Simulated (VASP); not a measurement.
Runs of VASP 6.6.1 on Sr. The structure is that of space group P6/mmm (No. 191), or close to it. The cells are those of the table. This isn't the form of Sr at room conditions, which is fcc.

| task | cell | k mesh | cutoff (eV) | gap on the mesh (eV) | pressure (GPa) |
| --- | --- | --- | --- | --- | --- |
| relaxation of cell and atoms | relaxed from a = 6.828, b = 6.828, c = 4.185 Å, angles 90.0, 90.0, 120.0°, 3 atoms | 6 × 6 × 8 | 600 | none | 0.0 |
| single point | a = 7.167, b = 7.167, c = 4.296 Å, angles 90.0, 90.0, 120.0°, 3 atoms | 7 × 7 × 10 | 520 | none | -0.7 |
| single point | a = 7.254, b = 7.254, c = 4.349 Å, angles 90.0, 90.0, 120.0°, 3 atoms | 7 × 7 × 10 | 520 | none | -1.0 |
| single point | a = 7.077, b = 7.077, c = 4.243 Å, angles 90.0, 90.0, 120.0°, 3 atoms | 7 × 7 × 10 | 520 | none | (a) |

Alike in all rows: level RPBE; potentials or basis VASP PAW PBE potentials, release 64 (Sr_sv); no spin polarisation; smearing fermi-dirac 0.1 eV.

Fill in the values left out.

(a) -0.4.

Caveats: the PAW data sets were made with another functional, which shifts forces and pressure a little.

A k mesh can miss the band edges, and the runs leave out spin-orbit coupling on Sr.

A gap of «none» marks levels without a gap at the run's occupations.
